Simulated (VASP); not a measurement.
# Al2Au (Fm-3m) in VASP: vibrations by perturbation theory with PBEsol

Aim: the vibrations by perturbation theory of Al2Au with PBEsol.

All numbers are computed with VASP 6.6.1; they aren't measurements. Logs are shortened: lines on timing, memory, paths and dates and some standing lists are left out, and cuts for length are marked.

### Step 1. The cell of the first run

The structure is cubic, space group Fm-3m (No. 225). Conventional cell: a = 6.005 Å, b = 6.005 Å, c = 6.005 Å, α = 90.00°, β = 90.00°, γ = 90.00°. Al (site symmetry -43m) has 4 Au at 2.60 Å and 6 Al at 3.00 Å within 3.4 Å. Within 3.4 Å of Au (site symmetry m-3m) lie 8 Al at 2.60 Å.

### Step 2. Vibrations by perturbation theory, PBEsol

Contents of INCAR:

```
ALGO = Fast ; EDIFF = 1E-8
ENCUT = 520 ; GGA = PS
IBRION = 8 ; ISIF = 2
ISMEAR = 1 ; LASPH = T
LCHARG = F ; LREAL = F
LWAVE = F ; NELM = 100
NSW = 1 ; PREC = Accurate
SIGMA = 0.2
```

Contents of KPOINTS:

```
k-points
0
Gamma
  10 10 10
```

Contents of POSCAR:

```
Al2Au
1.0
    0.0000000000      3.0022629966      3.0022629966
    3.0022629966      0.0000000000      3.0022629966
    3.0022629966      3.0022629966      0.0000000000
Al Au
2 1
Direct
    0.2500000000      0.2500000000      0.2500000000
    0.7500000000      0.7500000000      0.7500000000
    0.0000000000      0.0000000000      0.0000000000
```

Potentials or basis: VASP PAW PBE potentials, release 64 (Al, Au).

Started as:

```bash
cat potpaw_PBE.64/Al/POTCAR potpaw_PBE.64/Au/POTCAR > POTCAR
mpirun -np 1 vasp_std > vasp.out
```

OUTCAR:

```text
EDIFF = 1E-8
   ENCUT = 520
   GGA = PS
   IBRION = 8
   ISIF = 2
   ISMEAR = 1
   LASPH = T
   LREAL = F
   NELM = 100
   NSW = 1
   PREC = Accurate

 ion  position               nearest neighbor table
   1  0.250  0.250  0.250-   3 2.60   3 2.60   3 2.60   3 2.60   2 3.00   2 3.00   2 3.00   2 3.00
                             2 3.00   2 3.00
   2  0.750  0.750  0.750-   3 2.60   3 2.60   3 2.60   3 2.60   1 3.00   1 3.00   1 3.00   1 3.00
                             1 3.00   1 3.00
   3  0.000  0.000  0.000-   1 2.60   2 2.60   2 2.60   2 2.60   2 2.60   1 2.60   1 2.60   1 2.60

  LATTYP: Found a face centered cubic cell.
 ALAT       =     6.0045259932

  Lattice vectors:

 A1 = (   0.0000000000,   3.0022629966,   3.0022629966)
 A2 = (   3.0022629966,   0.0000000000,   3.0022629966)
 A3 = (   3.0022629966,   3.0022629966,   0.0000000000)

Analysis of symmetry for initial positions (statically):
=====================================================================
 Subroutine PRICEL returns:
 Original cell was already a primitive cell.

 Routine SETGRP: Setting up the symmetry group for a
 face centered cubic supercell.

 Subroutine GETGRP returns: Found 48 space group operations
 (whereof 48 operations were pure point group operations)
 out of a pool of 48 trial point group operations.

The static configuration has the point symmetry O_h .

Analysis of symmetry for dynamics (positions and initial velocities):
=====================================================================
 Subroutine PRICEL returns:
 Original cell was already a primitive cell.

 Routine SETGRP: Setting up the symmetry group for a
 face centered cubic supercell.

 Subroutine GETGRP returns: Found 48 space group operations
 (whereof 48 operations were pure point group operations)
 out of a pool of 48 trial point group operations.

The dynamic configuration has the point symmetry O_h .

 Subroutine INISYM returns: Found 48 space group operations
 (whereof 48 operations are pure point group operations),
 and found     1 'primitive' translations

----------------------------------------------------------------------------------------

                                     Primitive cell

  volume of cell :      54.1223

  direct lattice vectors                    reciprocal lattice vectors
     0.000000000  3.002262997  3.002262997    -0.166541039  0.166541039  0.166541039
     3.002262997  0.000000000  3.002262997     0.166541039 -0.166541039  0.166541039
     3.002262997  3.002262997  0.000000000     0.166541039  0.166541039 -0.166541039

  length of vectors
     4.245841048  4.245841048  4.245841048     0.288457542  0.288457542  0.288457542

  position of ions in fractional coordinates (direct lattice)
     0.250000000  0.250000000  0.250000000
     0.750000000  0.750000000  0.750000000
     0.000000000  0.000000000  0.000000000

  ion indices of the primitive-cell ions
   primitive index   ion index
                 1           1
                 2           2
                 3           3

----------------------------------------------------------------------------------------

 KPOINTS: k-points

Automatic generation of k-mesh.
 Grid dimensions read from file:
 generate k-points for:   10   10   10

 Generating k-lattice:

  Cartesian coordinates                     Fractional coordinates (reciprocal lattice)
    -0.016654104  0.016654104  0.016654104     0.100000000  0.000000000  0.000000000
[... 103 lines left out ...]
  ---------------------------------------------------
  ext. energy  EPLUGINS =         0.00000000
  ---------------------------------------------------
  free energy    TOTEN  =       -13.47709495 eV

  energy without entropy =      -13.47888304  energy(sigma->0) =      -13.47769098

 E-fermi :   7.6277     XC(G=0): -10.6298

 val. band max:        7.6025916876   @ k =  -0.2000   0.1000   0.0000
 cond. band min:       7.6943170975   @ k =   0.5000   0.1000   0.0000
 fundamental gap:      0.0917254099
 Fermi energy:         7.6276906419

 k-point     1 :       0.0000    0.0000    0.0000
  band No.  band energies     occupation
      1      -2.8841      2.00000
      2       1.0727      2.00000
      3       1.0727      2.00000
      4       1.0727      2.00000
      5       2.0320      2.00000
      6       2.0320      2.00000
      7       9.9205     -0.00000
      8      10.5873     -0.00000
      9      10.5873     -0.00000
     10      10.5873     -0.00000
     11      11.5827     -0.00000
     12      11.5827     -0.00000
[... 331 lines left out ...]
 k-point    24 :       0.4000    0.3000    0.0000
  band No.  band energies     occupation
      1      -0.7582      2.00000
      2       0.5214      2.00000
      3       1.4610      2.00000
      4       1.6276      2.00000
      5       1.8237      2.00000
      6       2.2582      2.00000
      7       4.3871      2.00000
      8       5.9979      2.00000
      9       6.3234      2.00000
     10       9.3061     -0.00000
     11      10.3368     -0.00000
     12      14.4698      0.00000

 [... further k-points ...]

------------------------ aborting loop because EDIFF is reached ----------------------------------------

  FORCE on cell =-STRESS in cart. coord.  units (eV):
  Direction    XX          YY          ZZ          XY          YZ          ZX
  --------------------------------------------------------------------------------------
  -------------------------------------------------------------------------------------
  Total       -0.0747749     -0.0747749     -0.0747749     -0.0000000      0.0000000      0.0000000
  in kB       -2.2135554     -2.2135554     -2.2135554     -0.0000000      0.0000000      0.0000000
  external PRESSURE =      -2.2135554 kB  Pullay stress =       0.0000000 kB

 VOLUME and BASIS-vectors are now :
 -----------------------------------------------------------------------------
  energy-cutoff  :      520.00
  volume of cell :       54.12
      direct lattice vectors                 reciprocal lattice vectors
     0.000000000  3.002262997  3.002262997    -0.166541039  0.166541039  0.166541039
     3.002262997  0.000000000  3.002262997     0.166541039 -0.166541039  0.166541039
     3.002262997  3.002262997  0.000000000     0.166541039  0.166541039 -0.166541039

 POSITION                                       TOTAL-FORCE (eV/Angst)
 -----------------------------------------------------------------------------------
      1.50113      1.50113      1.50113         0.000000     -0.000000     -0.000000
      4.50339      4.50339      4.50339        -0.000000      0.000000      0.000000
      0.00000      0.00000      0.00000        -0.000000     -0.000000     -0.000000
 -----------------------------------------------------------------------------------
    total drift:                                0.000000     -0.000000      0.000000

  FREE ENERGIE OF THE ION-ELECTRON SYSTEM (eV)
  ---------------------------------------------------
  free  energy   TOTEN  =       -13.4770949525 eV

  energy  without entropy=      -13.4788830397  energy(sigma->0) =      -13.47769098

[... ionic steps 2 to 9 ...]

--------------------------------------- Ionic step       10  -------------------------------------------

 Free energy of the ion-electron system (eV)
  ---------------------------------------------------
  ---------------------------------------------------
  free energy    TOTEN  =        -0.28694072 eV

  energy without entropy =       -0.28694072

------------------------ aborting loop because EDIFF is reached ----------------------------------------

 INTERNAL STRAIN TENSOR  FOR ION    3  DIRECTION 1   (eV/Angst):
 -----------------------------------------------------------------------------
     0.01713  0.00000  0.00000
    -0.00000 -0.00659  0.00000
     0.00000  0.00000 -0.00659

 INTERNAL STRAIN TENSOR FOR ION    3 for displacements in x,y,z  (eV/Angst):
          X           Y           Z          XY          YZ          ZX
  --------------------------------------------------------------------------------
  x     0.00000     0.00000     0.00000     0.00000     0.00000     0.00000
  y     0.00000     0.00000     0.00000     0.00000     0.00000     0.00000
  z     0.00000     0.00000     0.00000     0.00000     0.00000     0.00000

 SECOND DERIVATIVES (NOT SYMMETRIZED)
 ------------------------------------
               1X          1Y          1Z          2X          2Y          2Z          3X          3Y          3Z
  1X    -5.488560    0.000000    0.000000    1.428779   -0.000000   -0.000000    4.059781    0.000000    0.000000
  1Y     0.000000   -5.488560    0.000000   -0.000000    1.428779    0.000000    0.000000    4.059781    0.000000
  1Z     0.000000    0.000000   -5.488560   -0.000000    0.000000    1.428779    0.000000    0.000000    4.059781
  2X     1.428779   -0.000000   -0.000000   -5.488560    0.000000    0.000000    4.059781    0.000000    0.000000
  2Y    -0.000000    1.428779    0.000000    0.000000   -5.488560    0.000000    0.000000    4.059781    0.000000
  2Z    -0.000000    0.000000    1.428779    0.000000    0.000000   -5.488560    0.000000    0.000000    4.059781
  3X     4.049293    0.000000    0.000000    4.049293    0.000000    0.000000   -8.098585    0.000000    0.000000
  3Y     0.000000    4.049293    0.000000    0.000000    4.049293    0.000000    0.000000   -8.098585    0.000000
  3Z     0.000000    0.000000    4.049293    0.000000    0.000000    4.049293    0.000000    0.000000   -8.098585

 Eigenvectors and eigenvalues of the dynamical matrix
 ----------------------------------------------------

   1 f  =    7.915735 THz    49.736030 2PiTHz  264.040500 cm-1    32.736835 meV
             X         Y         Z           dx          dy          dz
      1.501131  1.501131  1.501131    -0.271262    0.633204    0.159592
      4.503394  4.503394  4.503394     0.271262   -0.633204   -0.159592
      0.000000  0.000000  0.000000     0.000000    0.000000    0.000000
[... 43 lines left out ...]
   9 f/i=    0.003633 THz     0.022830 2PiTHz    0.121200 cm-1     0.015027 meV
             X         Y         Z           dx          dy          dz
      1.501131  1.501131  1.501131    -0.044672    0.289406    0.146817
      4.503394  4.503394  4.503394    -0.044672    0.289406    0.146817
      0.000000  0.000000  0.000000    -0.120854    0.782953    0.397197

--------------------------------------------------------------------------------------------------------

 ELASTIC MODULI CONTR FROM IONIC RELAXATION (kBar)
 Direction    XX          YY          ZZ          XY          YZ          ZX
 --------------------------------------------------------------------------------
 XX          -0.0000      0.0000     -0.0000      0.0000      0.0000      0.0000
 YY           0.0000     -0.0000      0.0000      0.0000      0.0000     -0.0000
 ZZ          -0.0000      0.0000     -0.0000     -0.0000      0.0000      0.0000
 XY           0.0000      0.0000     -0.0000   -317.7611      0.0000      0.0000
 YZ           0.0000      0.0000      0.0000      0.0000   -317.7611     -0.0000
 ZX           0.0000     -0.0000      0.0000      0.0000     -0.0000   -317.7611
 --------------------------------------------------------------------------------
```

Run time: 92 s. Hardware: 1 thread of Intel Xeon 6975P-C (Granite Rapids), shared host; peak memory 0.4 GiB.

What came out:

```
Highest phonon frequency at Γ : 264 cm⁻¹
```

Phonon frequencies in cm⁻¹ (negative: imaginary):
| q point | frequencies |
| --- | --- |
| (0.000, 0.000, 0.000) | 0 0 0 228 228 228 264 264 264 |

Caveat: the PAW data sets were made with another functional, which shifts forces and pressure a little; spin-orbit coupling is left out, which moves the levels of the heavy elements.
